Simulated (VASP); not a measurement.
Crystal: GaP.

```xyz
2
Lattice="0.0000 2.7252 2.7252 2.7252 0.0000 2.7252 2.7252 2.7252 0.0000" Properties=species:S:1:pos:R:3 pbc="T T T"
Ga    0.0000    0.0000    0.0000
P     1.3626    1.3626    1.3626
```

| Item | Value |
| --- | --- |
| Program | VASP 6.6.1 |
| Task | relaxation of volume and atoms at fixed shape |
| Functional | PBE |
| Potentials or basis | VASP PAW PBE potentials, release 64 (Ga_d, P) |
| Cutoff | 600 eV |
| k mesh | 6 × 6 × 6 |
| Occupations | fermi-dirac, width 0.01 eV |
| Spin | no spin polarisation |

At the start: pressure 2.4 GPa; volume 20.24 Å³/atom.

Question: How do energy, volume and symmetry change on relaxing?

Answer: Over 6 steps the energy falls by 4.7 meV/atom and the volume is 20.86 Å³/atom (+3.1 %); space group F-43m (No. 216, to 0.05 Å).

The path:
| step | energy change (eV) | largest force (eV/Å) | pressure (GPa) | volume (Å³) |
| --- | --- | --- | --- | --- |
| 1 | 0.0000 | 0.0000 | 2.44 | 40.48 |
| 2 | -0.0074 | 0.0000 | -1.07 | 42.32 |
| 3 | -0.0094 | 0.0000 | 0.05 | 41.73 |
| 4 | -0.0094 | 0.0000 | -0.09 | 41.76 |
| 5 | -0.0094 | 0.0000 | 0.11 | 41.69 |
| 6 | -0.0094 | 0.0000 | -0.03 | 41.72 |

Final structure:
```cif
data_structure
_symmetry_space_group_name_H-M 'P 1'
_symmetry_Int_Tables_number 1
_cell_length_a 3.8931
_cell_length_b 3.8931
_cell_length_c 3.8931
_cell_angle_alpha 60.000
_cell_angle_beta 60.000
_cell_angle_gamma 60.000
_cell_volume 41.72
loop_
_atom_site_label
_atom_site_type_symbol
_atom_site_fract_x
_atom_site_fract_y
_atom_site_fract_z
_atom_site_occupancy
Ga1 Ga 0.00000 0.00000 0.00000 1
P1 P 0.25000 0.25000 0.25000 1
```
